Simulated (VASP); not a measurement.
Here is a VASP 6.6.1 calculation.

Contents of INCAR:

```
SYSTEM = MoS2
PREC = Accurate
ENCUT = 520
EDIFF = 1E-7
ISMEAR = -1
SIGMA = 0.05
LREAL = .FALSE.
LASPH = .TRUE.
NELM = 100
ALGO = Normal
ISIF = 2
LWAVE = .FALSE.
LCHARG = .FALSE.
GGA = RE
NBANDS = 20
```

The input KPOINTS:

```
regular mesh
0
G
  10 10 10
  0 0 0
```

File POSCAR:

```
MoS2
1.0
    1.5800000000      0.9122134253      6.1500000000
   -1.5800000000      0.9122134253      6.1500000000
    0.0000000000     -1.8244268506      6.1500000000
Mo S
1 2
Direct
    0.0000000000      0.0000000000      0.0000000000
    0.4170000000      0.4170000000      0.4170000000
    0.2500000000      0.2500000000      0.2500000000
```

Potentials or basis: VASP PAW PBE potentials, release 64 (Mo_sv, S).

Command:

```bash
$ cat potpaw_PBE.64/Mo_sv/POTCAR potpaw_PBE.64/S/POTCAR > POTCAR
$ mpirun -np 1 vasp_std > vasp.out
```

Question: Estimate the largest force.

Answer: 0.548 eV/Å.

Question: Predict the band gap on the k mesh.

Answer: 1.00 eV, indirect (least direct gap 1.96 eV).

Question: Predict the pressure.

Answer: 7.1 GPa.

Stress tensor (GPa, compression positive):
```
6.30 0.00 0.00
0.00 6.30 0.00
0.00 0.00 8.72
```

Caveat: the PAW data sets were made with another functional, which shifts forces and pressure a little. A k mesh can miss the band edges.
